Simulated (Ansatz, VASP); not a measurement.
# La: VASP beside Ansatz

The input INCAR:

```
PREC = Accurate
ENCUT = 520
EDIFF = 1E-6
ISMEAR = 0
SIGMA = 0.15
LREAL = F
LASPH = T
NELM = 100
ALGO = Fast
ISIF = 2
LWAVE = F
LCHARG = F
GGA = PS
NBANDS = 30
```

The input KPOINTS:

```
Automatic mesh
0
Gamma
  12 12 4
```

POSCAR

```
La
1.0
    3.5880000000      0.0000000000      0.0000000000
   -1.7940000000      3.1072991488      0.0000000000
    0.0000000000      0.0000000000     12.5540000000
La
4
Direct
    0.0000000000      0.0000000000      0.0000000000
    0.0000000000      0.0000000000      0.5000000000
    0.3333333333      0.6666666667      0.2500000000
    0.6666666667      0.3333333333      0.7500000000
```

Input for Ansatz:

```yaml
crystal:
  lattice:
    - [3.588, 0.0, 0.0]
    - [-1.794, 3.1072991488, 0.0]
    - [0.0, 0.0, 12.554]
  atoms:
    - { symbol: La, position: [0.0, 0.0, 0.0] }
    - { symbol: La, position: [0.0, 0.0, 0.5] }
    - { symbol: La, position: [0.3333333333, 0.6666666667, 0.25] }
    - { symbol: La, position: [0.6666666667, 0.3333333333, 0.75] }
basis:
  ecutwfc: 420
kpoints:
  mp_grid: { grid: [12, 12, 4] }
hamiltonian:
  xc: pbesol
scf:
  occupations: { method: gaussian, width: 0.15 }
output:
  forces: true
  stress: true
  eigenvalues: true
```

Alike in both runs: task single point; functional PBEsol; k mesh 12 × 12 × 4; occupations gaussian, width 0.15 eV; no spin polarisation.

```csv
,VASP,Ansatz
version,VASP 6.6.1,Ansatz 0.2.0
potentials or method,"VASP PAW PBE potentials, release 64 (La), cutoff 520 eV","scalar-relativistic, plane waves, PAW"
valence electrons in the cell,44,44
```

|  | VASP | Ansatz | Ansatz less VASP |
| --- | --- | --- | --- |
| gap on the k mesh at the Fermi level (eV) | none | none | - |
| pressure (GPa) | -0.5 | -0.5 | -0.06 |
| traceless stress, the component that is largest in VASP (GPa) | -2.70 | -2.69 | +0.011 |

VASP's potentials were made for PBE, not for PBEsol. A gap of «none» marks a metal or a gap that the smearing closes.

Spin-orbit coupling is off throughout.
